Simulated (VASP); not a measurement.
# Si (a cell with a defect) in VASP: notebook

Si (a cell with a defect) is run at these levels: LDA; tasks: single point.

Everything below comes from runs of VASP 6.6.1. Logs are shortened: lines on timing, memory, paths and dates and some standing lists are left out, and cuts for length are marked.

## Step 1: The cell of the first run

The cell holds a defect, 17 atoms: a = 7.679 Å, b = 7.679 Å, c = 7.679 Å, α = 60.00°, β = 60.00°, γ = 60.00°.

## Step 2: Single point, LDA

Contents of INCAR:

```
  PREC = Accurate
  ENCUT = 520
  EDIFF = 1E-6
  ISMEAR = 0
  SIGMA = 0.05
  LREAL = Auto
  LASPH = T
  NELM = 60
  ALGO = Normal
  ISIF = 2
  LWAVE = F
  LCHARG = F
  NBANDS = 48
```

Contents of KPOINTS:

```
Automatic mesh
0
Gamma
  2 2 2
```

Contents of POSCAR:

```
Si
1.0
    0.0000000000      5.4300000000      5.4300000000
    5.4300000000      0.0000000000      5.4300000000
    5.4300000000      5.4300000000      0.0000000000
Si
17
Direct
   -0.0011307099      0.0002771079     -0.0002212722
    0.1284398131      0.1216988707      0.1211884611
    0.0023287695     -0.0061106120      0.5012138620
    0.1283747513      0.1216903177      0.6273734574
    0.0023198966      0.5017353816     -0.0066188082
    0.1283945246      0.6278679424      0.1211794311
    0.0022194812      0.5016750453      0.5011622227
    0.1253869522      0.6246828430      0.6241775495
    0.5008420879      0.0002807803     -0.0002274368
    0.6252945646      0.1247961847      0.1243794279
    0.5007789931      0.0002450831      0.4979568352
    0.6223060075      0.1217085838      0.6273695200
    0.5008030592      0.4983708110     -0.0002178124
    0.6222970279      0.6278743835      0.1211906292
    0.4945849486      0.5017170132      0.5011936458
    0.6222522315      0.6278425445      0.6273781601
    0.8753923014      0.3746658194      0.3741627275
```

Potentials or basis: VASP PAW LDA potentials, release 64 (Si).

The run is started by

```
cat potpaw_LDA.64/Si/POTCAR > POTCAR
mpirun -np 1 vasp_std > vasp.out
```

OUTCAR:

```text
PREC = Accurate
   ENCUT = 520
   EDIFF = 1E-6
   ISMEAR = 0
   LREAL = Auto
   LASPH = T
   NELM = 60
   ISIF = 2

 ion  position               nearest neighbor table
   1  0.999  0.000  1.000-   2 2.34   4 2.34   6 2.34  10 2.34
   2  0.128  0.122  0.121-   1 2.34   9 2.34   3 2.38   5 2.38  17 2.75
   3  0.002  0.994  0.501-   8 2.31   4 2.38  12 2.38   2 2.38  17 2.39
   4  0.128  0.122  0.627-  11 2.34   1 2.34   7 2.38   3 2.38  17 2.75
   5  0.002  0.502  0.993-   8 2.31   6 2.38  14 2.38   2 2.38  17 2.39
   6  0.128  0.628  0.121-  13 2.34   1 2.34   7 2.38   5 2.38  17 2.75
   7  0.002  0.502  0.501-   8 2.31  16 2.38   6 2.38   4 2.38  17 2.39
   8  0.125  0.625  0.624-   7 2.31  15 2.31   5 2.31   3 2.31
   9  0.501  0.000  1.000-  12 2.34   2 2.34  14 2.34  10 2.34
  10  0.625  0.125  0.124-  13 2.34   1 2.34   9 2.34  11 2.34
  11  0.501  0.000  0.498-  16 2.34  12 2.34   4 2.34  10 2.34
  12  0.622  0.122  0.627-  11 2.34   9 2.34  15 2.38   3 2.38  17 2.75
  13  0.501  0.498  1.000-  16 2.34  14 2.34   6 2.34  10 2.34
  14  0.622  0.628  0.121-  13 2.34   9 2.34  15 2.38   5 2.38  17 2.75
  15  0.495  0.502  0.501-   8 2.31  16 2.38  14 2.38  12 2.38  17 2.39
  16  0.622  0.628  0.627-  11 2.34  13 2.34   7 2.38  15 2.38  17 2.75
  17  0.875  0.375  0.374-   3 2.39   5 2.39  15 2.39   7 2.39   2 2.75  12 2.75  14 2.75   4 2.75
                             6 2.75  16 2.75

  LATTYP: Found a face centered cubic cell.
 ALAT       =    10.8600000000

  Lattice vectors:

 A1 = (   0.0000000000,   5.4300000000,   5.4300000000)
 A2 = (   5.4300000000,   0.0000000000,   5.4300000000)
 A3 = (   5.4300000000,   5.4300000000,   0.0000000000)

Analysis of symmetry for initial positions (statically):
=====================================================================
 Subroutine PRICEL returns:
 Original cell was already a primitive cell.

 Routine SETGRP: Setting up the symmetry group for a
 face centered cubic supercell.

 Subroutine GETGRP returns: Found  1 space group operations
 (whereof  1 operations were pure point group operations)
 out of a pool of 48 trial point group operations.

The static configuration has the point symmetry C_1 .

Analysis of symmetry for dynamics (positions and initial velocities):
=====================================================================
 Subroutine PRICEL returns:
 Original cell was already a primitive cell.

 Routine SETGRP: Setting up the symmetry group for a
 face centered cubic supercell.

 Subroutine GETGRP returns: Found  1 space group operations
 (whereof  1 operations were pure point group operations)
 out of a pool of 48 trial point group operations.

[... 122 lines left out ...]
   TEBEG  =    0.0;   TEEND  =   0.0 temperature during run
   PSTRESS=    0.0 pullay stress
   NELECT =      68.0000    total number of electrons
   NUPDOWN=      -1.0000    fix difference up-down
   EMIN   =  10.00;   EMAX   =-10.00  energy-range for DOS
   EFERMI =   0.00;   METHOD = LEGACY
   ISMEAR =     0;   SIGMA  =   0.05  broadening in eV -4-tet -1-fermi 0-gaus
   EFERMI_NEDOS =   21; number of points for ismear=-14 and -15
   IALGO  =     38    algorithm
   IMIX   =      4    mixing-type and parameters
     AMIX     =   0.40;   BMIX     =  1.00
     AMIX_MAG =   1.60;   BMIX_MAG =  1.00
  volume/ion in A,a.u.               =      18.84       127.11
  Fermi-wavevector in a.u.,A,eV,Ry     =   0.976715  1.845724 12.979587  0.953973
  Thomas-Fermi vector in A             =   2.107356
   LORBIT       =      0    0 simple, 1 ext, 2 COOP (PROOUT), +10 PAW based schemes
   GGA     = CA    functional components
   LHFCALC =     F    Hartree Fock is set to
   AEXX    =    0.0000 exact exchange contribution
   IVDW    =     0    specifies the selected vdW correction
   LEPSILON=     F    determine dielectric tensor
   LRPA    =     F    only Hartree local field effects (RPA)
 non-spin polarized calculation
 Gauss-broadening in eV      SIGMA  =   0.05
  energy-cutoff  :      520.00
  volume of cell :      320.21
 maximum number of plane-waves:      8646
 NGX is ok and might be reduce to    60
   NGX = 29   NGY = 29   NGZ = 29

 number of electron      68.0000001 magnetization

 Free energy of the ion-electron system (eV)
  ---------------------------------------------------
  ext. energy  EPLUGINS =         0.00000000
  ---------------------------------------------------
  free energy    TOTEN  =       -97.55832980 eV

  energy without entropy =      -97.54736163  energy(sigma->0) =      -97.55284572

 E-fermi :   6.7891     XC(G=0):  -9.8491

 val. band max:        6.5680758955   @ k =   0.0000   0.0000   0.0000
 cond. band min:       6.8073011680   @ k =   0.0000   0.5000   0.5000
 fundamental gap:      0.2392252726
 Fermi energy:         6.7890561734

 k-point     1 :       0.0000    0.0000    0.0000
  band No.  band energies     occupation
      1      -6.3638      2.00000
      2      -3.8198      2.00000
      3      -3.6716      2.00000
      4      -3.6714      2.00000
      5      -3.6712      2.00000
      6      -2.8427      2.00000
[... 381 lines left out ...]
     45      10.0180      0.00000
     46      10.0184      0.00000
 [bands above 46 left out]

------------------------ aborting loop because EDIFF is reached ----------------------------------------

  FORCE on cell =-STRESS in cart. coord.  units (eV):
  Direction    XX          YY          ZZ          XY          YZ          ZX
  --------------------------------------------------------------------------------------
  -------------------------------------------------------------------------------------
  Total        3.4897344      3.4985245      3.5012165     -0.0002382      0.0022320      0.0004620
  in kB       17.4611752     17.5051575     17.5186269     -0.0011917      0.0111682      0.0023114
  external PRESSURE =      17.4949866 kB  Pullay stress =       0.0000000 kB

 VOLUME and BASIS-vectors are now :
 -----------------------------------------------------------------------------
  energy-cutoff  :      520.00
  volume of cell :      320.21
      direct lattice vectors                 reciprocal lattice vectors
     0.000000000  5.430000000  5.430000000    -0.092081031  0.092081031  0.092081031
     5.430000000  0.000000000  5.430000000     0.092081031 -0.092081031  0.092081031
     5.430000000  5.430000000  0.000000000     0.092081031  0.092081031 -0.092081031

 POSITION                                       TOTAL-FORCE (eV/Angst)
 -----------------------------------------------------------------------------------
      5.43030     10.85266      5.42536         0.000817     -0.001418     -0.002216
      1.31888      1.35548      1.35825         0.002736     -0.000826      0.000428
      8.11841      2.73424      5.40946        -0.005027      0.005216     -0.005771
      4.06742      4.10371      1.35785        -0.001187     -0.002295     -0.000004
      8.11848      5.40666      2.73702        -0.005970     -0.005472      0.005061
      4.06733      1.35519      4.10651        -0.001433     -0.000283     -0.002106
[... 9 lines left out ...]
      6.81585      6.78549      6.78801        -0.001868     -0.000625      0.000545
      4.06614      6.78508      6.78782         0.004770      0.001886      0.000525
 -----------------------------------------------------------------------------------
    total drift:                                0.013534      0.004939     -0.000043

  FREE ENERGIE OF THE ION-ELECTRON SYSTEM (eV)
  ---------------------------------------------------
  free  energy   TOTEN  =       -97.5583298027 eV

  energy  without entropy=      -97.5473616317  energy(sigma->0) =      -97.55284572
```

It took 96 s on 1 thread of Intel Xeon 6975P-C (Granite Rapids), shared host; peak memory 0.37 GiB.

What came out:

```
Free energy            : -97.5583 eV
Pressure               : 1.7 GPa
Largest force          : 0.010 eV/Å
Band gap on the k mesh : zero (bands 34 and 35 overlap by 0.24 eV)
```

Forces on the atoms (eV/Å):
```
Si   0.001 -0.001 -0.002
Si   0.003 -0.001  0.000
Si  -0.005  0.005 -0.006
Si  -0.001 -0.002  0.000
Si  -0.006 -0.005  0.005
Si  -0.001  0.000 -0.002
Si   0.004  0.004  0.004
Si   0.004  0.002  0.000
Si   0.001  0.001  0.001
Si   0.002  0.001  0.000
Si  -0.004 -0.003  0.003
Si  -0.001  0.000  0.002
Si  -0.003  0.001 -0.002
Si  -0.002  0.002  0.001
Si   0.004 -0.005 -0.005
Si  -0.002 -0.001  0.001
Si   0.005  0.002  0.001
```

Levels at points of the mesh, in eV from the Fermi level:
```
           k point  band 31  band 32  band 33  band 34  band 35  band 36  band 37  band 38
(0.00, 0.00, 0.00)    -0.76    -0.76    -0.76    -0.22    -0.22    -0.22     0.06     0.06
(0.50, 0.00, 0.00)    -1.51    -1.36    -1.36    -0.34     0.54     0.54     0.88     0.88
(0.00, 0.50, 0.00)    -1.51    -1.36    -1.36    -0.34     0.54     0.54     0.88     0.88
(0.00, 0.00, 0.50)    -1.51    -1.36    -1.36    -0.34     0.54     0.54     0.88     0.88
(0.50, 0.50, 0.50)    -1.51    -1.36    -1.36    -0.34     0.54     0.54     0.88     0.88
(0.50, 0.50, 0.00)    -1.95    -1.81    -0.97     0.02     0.72     1.03     1.03     1.14
(0.00, 0.50, 0.50)    -1.95    -1.81    -0.97     0.02     0.72     1.03     1.03     1.14
(0.50, 0.00, 0.50)    -1.95    -1.81    -0.97     0.02     0.72     1.03     1.03     1.14
```

Caveat: the k points lie up to 0.50 Å⁻¹ apart.

(Continued in part 2 of 2.)

The gap in the log of VASP goes by the Fermi energy; the results here count the filled bands.